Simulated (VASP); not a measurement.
A run of VASP 6.6.1 is set up as follows.

File INCAR:

```
SYSTEM = TiO2
PREC = Accurate
ENCUT = 520
EDIFF = 1E-8
ISMEAR = -1
SIGMA = 0.05
LREAL = .FALSE.
LASPH = .TRUE.
NELM = 100
ALGO = Normal
ISIF = 2
LWAVE = .FALSE.
LCHARG = .FALSE.
GGA = PE
LEFG = .TRUE.
NBANDS = 33
```

Contents of KPOINTS:

```
Automatic mesh
0
G
  6 6 9
  0 0 0
```

POSCAR

```
TiO2
1.0
    4.5940000000      0.0000000000      0.0000000000
    0.0000000000      4.5940000000      0.0000000000
    0.0000000000      0.0000000000      2.9590000000
Ti O
2 4
Direct
    0.0000000000      0.0000000000      0.0000000000
    0.5000000000      0.5000000000      0.5000000000
    0.3060000000      0.3060000000      0.0000000000
    0.1940000000      0.8060000000      0.5000000000
    0.6940000000      0.6940000000      0.0000000000
    0.8060000000      0.1940000000      0.5000000000
```

Potentials or basis: VASP PAW PBE potentials, release 64 (Ti_sv, O).

The run is started by

```console
$ cat potpaw_PBE.64/Ti_sv/POTCAR potpaw_PBE.64/O/POTCAR > POTCAR
$ mpirun -np 1 vasp_std > vasp.out
```

Question: Estimate the largest force.

Answer: 0.263 eV/Å.

Question: What does it give for the band gap on the k mesh?

Answer: 1.91 eV, direct.

Stress tensor (GPa, compression positive):
```
6.27 0.00 0.00
0.00 6.27 0.00
0.00 0.00 5.78
```

Caveat: without QUAD_EFG the Cq values of the log hold for a quadrupole moment of 1 mb, not for the nuclei. A k mesh can miss the band edges.
